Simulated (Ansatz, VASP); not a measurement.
Two plane-wave programs on Co2Te

The input INCAR:

```
SYSTEM = Co2Te
PREC = Accurate
ENCUT = 520
EDIFF = 1E-6
ISMEAR = 0
SIGMA = 0.1
LREAL = .False.
LASPH = .True.
NELM = 150
ALGO = Normal
ISIF = 2
LWAVE = .False.
LCHARG = .False.
ISPIN = 2
MAGMOM = 3 3 0
LORBIT = 11
LMAXMIX = 4
GGA = PE
NBANDS = 23
```

KPOINTS

```
Automatic mesh
0
Gamma
  6 6 6
  0 0 0
```

The input POSCAR:

```
Co2Te
1.0
   -2.0409376908      2.0409376908      3.3473476780
    2.0409376908     -2.0409376908      3.3473476780
    2.0409376908      2.0409376908     -3.3473476780
Co Te
2 1
Direct
    0.5930000000      0.5930000000      0.0000000000
    0.4070000000      0.4070000000      0.0000000000
    0.0000000000      0.0000000000      0.0000000000
```

Input for Ansatz:

```yaml
crystal:
  lattice:
    - [-2.0409376908, 2.0409376908, 3.347347678]
    - [2.0409376908, -2.0409376908, 3.347347678]
    - [2.0409376908, 2.0409376908, -3.347347678]
  atoms:
    - { symbol: Co, position: [0.593, 0.593, 0.0], spin: 3.0 }
    - { symbol: Co, position: [0.407, 0.407, 0.0], spin: 3.0 }
    - { symbol: Te, position: [0.0, 0.0, 0.0] }
basis:
  ecutwfc: 420
kpoints:
  mp_grid: { grid: [6, 6, 6] }
hamiltonian:
  xc: pbe
scf:
  occupations: { method: gaussian, width: 0.1 }
  lower_state_search: "off"
output:
  forces: true
  stress: true
  eigenvalues: true
  populations: true
magnetization:
  spin_polarized: true
```

Alike in both runs: task single point; functional PBE; k mesh 6 × 6 × 6; occupations gaussian, width 0.1 eV; collinear spin.

|  | VASP | Ansatz |
| --- | --- | --- |
| version | VASP 6.6.1 | Ansatz 0.2.0 |
| potentials or method | VASP PAW PBE potentials, release 64 (Co, Te), cutoff 520 eV | scalar-relativistic, plane waves, PAW |
| valence electrons in the cell | 24 | 50 |

```csv
,VASP,Ansatz,Ansatz less VASP
gap on the k mesh at the Fermi level (eV),none,none,-
pressure (GPa),24.6,136.7,+112.15
"traceless stress, the component that is largest in VASP (GPa)",49.62,268.54,+218.922
rms of the force components (eV/Å),10.092,53.424,+43.3322
net moment per atom (μB),0.81,0.59,-0.224
size of the moment on the site where the two differ most (μB),1.12,0.55,-0.570
```

The net moments are unlike, so the other rows may belong to different states. Site moments also hang on the region over which each program counts them. Atom by atom the forces differ by 43.332 eV/Å (rms over components). A gap of «none» marks a metal or a gap that the smearing closes. VASP's potentials hold 24 valence electrons a cell and Ansatz's 50, so a difference there can come from the potentials and not from the codes.

The k mesh is coarse, so the values compare programs but aren't converged. Spin-orbit coupling is off throughout.
